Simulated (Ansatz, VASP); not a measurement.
Tl in VASP and in Ansatz

```
Tl
1.0
    -1.94745    1.94745    1.94745
     1.94745   -1.94745    1.94745
     1.94745    1.94745   -1.94745
Tl
1
Direct
  0.00000 0.00000 0.00000
```

Change from the starting cell: volume scaled by 1.01.

Alike in both runs: task single point; functional LDA; k mesh 13 × 13 × 13; occupations fermi-dirac, width 0.05 eV; no spin polarisation.

|  | VASP | Ansatz |
| --- | --- | --- |
| version | VASP 6.6.1 | Ansatz 0.2.0 |
| potentials or method | VASP PAW LDA potentials, release 64 (Tl_d), cutoff 520 eV | all-electron LAPW, scalar-relativistic |

|  | VASP | Ansatz | Ansatz less VASP |
| --- | --- | --- | --- |
| pressure (GPa) | -2.7 | -2.7 | -0.05 |

LDA's correlation is that of Perdew and Zunger in VASP and of Perdew and Wang (1992) in Ansatz. Ansatz ran all-electron here, and VASP with PAW potentials.

Spin-orbit coupling is off throughout.
